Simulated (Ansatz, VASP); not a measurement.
## Bi4C in VASP and in Ansatz

```
Bi C
1.0
     5.19241    0.00000    0.00000
     0.00000    5.19241    0.00000
     0.00000    0.00000    5.19241
Bi C
4 1
Cartesian
  0.0000 0.0000 0.0000
  2.5962 2.5962 0.0000
  2.5962 0.0000 2.5962
  0.0000 2.5962 2.5962
  2.5962 2.5962 2.5962
```

Change from the starting cell: species swapped into the Mn4N type (Pm-3m, No. 221).

Alike in both runs: task single point; functional PBE; k mesh 4 × 4 × 4; occupations gaussian, width 0.1 eV; no spin polarisation.

```csv
,VASP,Ansatz
version,VASP 6.6.1,Ansatz 0.2.0
potentials or method,"VASP PAW PBE potentials, release 64 (Bi_d, C), cutoff 520 eV","scalar-relativistic, plane waves, PAW"
valence electrons in the cell,64,64
```

|  | VASP | Ansatz | Ansatz less VASP |
| --- | --- | --- | --- |
| gap on the k mesh at the Fermi level (eV) | none | none | - |
| pressure (GPa) | -2.8 | -2.8 | +0.02 |

A gap of «none» marks a metal or a gap that the smearing closes.

Neither program's run includes spin-orbit coupling.
